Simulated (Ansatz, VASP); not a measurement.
Si in VASP and in Ansatz

The input INCAR:

```
ALGO     = Normal         # electronic algorithm
EDIFF    = 1E-8           # SCF threshold, eV
ENCUT    = 520            # plane-wave cutoff, eV
ISIF     = 2              # what is computed and relaxed
ISMEAR   = -1             # smearing method
LASPH    = True           # aspherical terms in the spheres
LCHARG   = False          # write CHGCAR
LEFG     = True         
LREAL    = False          # projectors in reciprocal space
LWAVE    = False          # write WAVECAR
NBANDS   = 11             # bands
NELM     = 80             # most SCF steps
PREC     = Accurate       # precision mode
SIGMA    = 0.05           # smearing width, eV
```

KPOINTS

```
k-points
0
Gamma
  16 16 16
```

The input POSCAR:

```
Si
1.0
   -2.2659077192      2.3841858876      1.2834439547
    2.2659077192     -2.3841858876      1.2834439547
    2.2659077192      2.3841858876     -1.2834439547
Si
2
Direct
    0.8070000000      0.5570000000      0.2500000000
    0.1930000000      0.4430000000      0.7500000000
```

Input for Ansatz:

```yaml
crystal:
  lattice:
    - [-2.2659077192, 2.3841858876, 1.2834439547]
    - [2.2659077192, -2.3841858876, 1.2834439547]
    - [2.2659077192, 2.3841858876, -1.2834439547]
  atoms:
    - { symbol: Si, position: [0.807, 0.557, 0.25] }
    - { symbol: Si, position: [0.193, 0.443, 0.75] }
kpoints:
  mp_grid: { grid: [16, 16, 16] }
scf:
  occupations: { method: fermi_dirac, width: 0.05 }
hamiltonian:
  xc: lda
  pseudopotentials: { kind: all_electron, datasets: crystal }
output:
  forces: true
  stress: true
  eigenvalues: true
  efg: { contact_densities: true }
```

Change from the starting cell: volume scaled by 1.02, crystal datasets.

Alike in both runs: task electric field gradients; functional LDA; k mesh 16 × 16 × 16; occupations fermi-dirac, width 0.05 eV; no spin polarisation.

|  | VASP | Ansatz |
| --- | --- | --- |
| version | VASP 6.6.1 | Ansatz 0.2.0 |
| potentials or method | VASP PAW LDA potentials, release 64 (Si), cutoff 520 eV | all-electron PAW with datasets made for the crystal, scalar-relativistic |

VASP gave:

| Item | Value |
| --- | --- |
| pressure (GPa) | 7.8 |
| traceless stress, the component that is largest in VASP (GPa) | 1.15 |
| rms of the force components (eV/Å) | 0.019 |
| size of Vzz on the site where it differs most (V/Å²) | 26.1 |

Task: Estimate Ansatz's values.

Result: Pressure (GPa): 7.7; traceless stress, the component that is largest in VASP (GPa): 1.12; rms of the force components (eV/Å): 0.019; size of Vzz on the site where it differs most (V/Å²): 25.4.

LDA's correlation is that of Perdew and Zunger in VASP and of Perdew and Wang (1992) in Ansatz. Atom by atom the forces differ by 0.000 eV/Å (rms over components). Ansatz ran all-electron here, and VASP with PAW potentials.
